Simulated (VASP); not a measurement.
Wanted: the native input for a VASP 6.6.1 run.

```yaml
Task: single point
Functional: PBEsol
Potentials_or_basis: VASP PAW PBE potentials, release 64 (Re_sv_GW, S)
Cutoff: 500 eV
k_mesh: 8 × 8 × 8
Occupations: gaussian, width 0.1 eV
Spin: no spin polarisation
Dipole_correction: no
Second_run: valence_matched
Further_INCAR_settings: ALGO = Normal; EDIFF = 1e-06; NBANDS = 18
```

The structure of ReS lies in POSCAR:

```
ReS
1.0
    0.0000000000      2.5924649105      2.5924649105
    2.5924649105      0.0000000000      2.5924649105
    2.5924649105      2.5924649105      0.0000000000
Re S
1 1
Direct
    0.0000000000      0.0000000000      0.0000000000
    0.2500000000      0.2500000000      0.2500000000
```

One way to write it, as run:

INCAR

```
  PREC = Accurate
  ENCUT = 500
  EDIFF = 1E-6
  ISMEAR = 0
  SIGMA = 0.1
  LREAL = False
  LASPH = True
  NELM = 120
  ALGO = Normal
  ISIF = 2
  LWAVE = False
  LCHARG = True
  GGA = PS
  LELF = True
  LVHAR = True
  NBANDS = 18
  GGA_COMPAT = False
```

KPOINTS

```
regular mesh
0
Gamma
  8 8 8
```

Potentials or basis: VASP PAW PBE potentials, release 64 (Re_sv_GW, S).

Launch:

```bash
$ cat potpaw_PBE.64/Re_sv_GW/POTCAR potpaw_PBE.64/S/POTCAR > POTCAR
$ mpirun -np 1 vasp_std > vasp.out
```

It gave:

```
Pressure : -1.2 GPa
```

Caveat: the PAW data sets were made with another functional, which shifts forces and pressure a little.

It took 17 s on 1 thread of Intel(R) Xeon(R) Platinum 8259CL CPU @ 2.50GHz (Skylake/Cascade Lake), with other jobs on the host, peak memory 0.17 GiB.
